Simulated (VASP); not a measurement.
A run of VASP 6.6.1 is set up as follows.

Contents of INCAR:

```
  PREC = Accurate
  ENCUT = 500
  EDIFF = 1E-6
  ISMEAR = 0
  SIGMA = 0.1
  LREAL = False
  LASPH = True
  NELM = 120
  ALGO = Normal
  ISIF = 2
  LWAVE = False
  LCHARG = False
  GGA = PE
  NBANDS = 46
  GGA_COMPAT = False
```

File KPOINTS:

```
Automatic mesh
0
Gamma
  6 6 6
```

Contents of POSCAR:

```
Ba7B
1.0
    0.0000000000      5.8811866969      5.8811866969
    5.8811866969      0.0000000000      5.8811866969
    5.8811866969      5.8811866969      0.0000000000
Ba B
7 1
Direct
    0.5000000000      0.0000000000      0.0000000000
    0.0000000000      0.5000000000      0.5000000000
    0.0000000000      0.5000000000      0.0000000000
    0.5000000000      0.0000000000      0.5000000000
    0.0000000000      0.0000000000      0.5000000000
    0.5000000000      0.5000000000      0.0000000000
    0.5000000000      0.5000000000      0.5000000000
    0.0000000000      0.0000000000      0.0000000000
```

Potentials or basis: VASP PAW PBE potentials, release 64 (Ba_sv, B).

Run with:

```sh
$ cat potpaw_PBE.64/Ba_sv/POTCAR potpaw_PBE.64/B/POTCAR > POTCAR
$ mpirun -np 1 vasp_std > vasp.out
```

Estimate the band gap on the k mesh.

zero (an odd number of electrons rules out a gap without spin polarisation).

Estimate the pressure.

0.1 GPa.

Caveat: spin-orbit coupling is left out, which moves the levels of the heavy elements.
